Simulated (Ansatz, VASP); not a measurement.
One calculation of Ge4MoW, two programs

```
Ge Mo W
1.0
     3.33975    0.00000    0.00000
     0.00000    3.33975    0.00000
     0.00000    0.00000    8.28819
Ge Mo W
4 1 1
Cartesian
  0.0000 0.0000 2.8060
  1.6699 1.6699 6.9394
  0.0000 0.0000 5.4822
  1.6699 1.6699 1.3488
  1.6699 1.6699 4.1441
  0.0000 0.0000 0.0000
```

Alike in both runs: functional PBE; k mesh 12 × 12 × 6; occupations gaussian, width 0.1 eV; no spin polarisation.

Ansatz relaxed the structure, and its values are those at the end. VASP's run is a single point on that final structure, the one shown.

|  | VASP | Ansatz |
| --- | --- | --- |
| version | VASP 6.6.1 | Ansatz 0.2.0 |
| potentials or method | VASP PAW PBE potentials, release 64 (Ge_d, Mo_sv, W_sv), cutoff 520 eV | scalar-relativistic, plane waves, PAW |
| valence electrons in the cell | 84 | 84 |

Ansatz gave:

* gap on the k mesh at the Fermi level (eV): none
* pressure (GPa): 0.0
* rms of the force components (eV/Å): 0.001

Q: Which values does VASP return?

A: gap on the k mesh at the Fermi level (eV): none; pressure (GPa): 0.3; rms of the force components (eV/Å): 0.004.

A gap of «none» marks a metal or a gap that the smearing closes.

Spin-orbit coupling is off throughout.
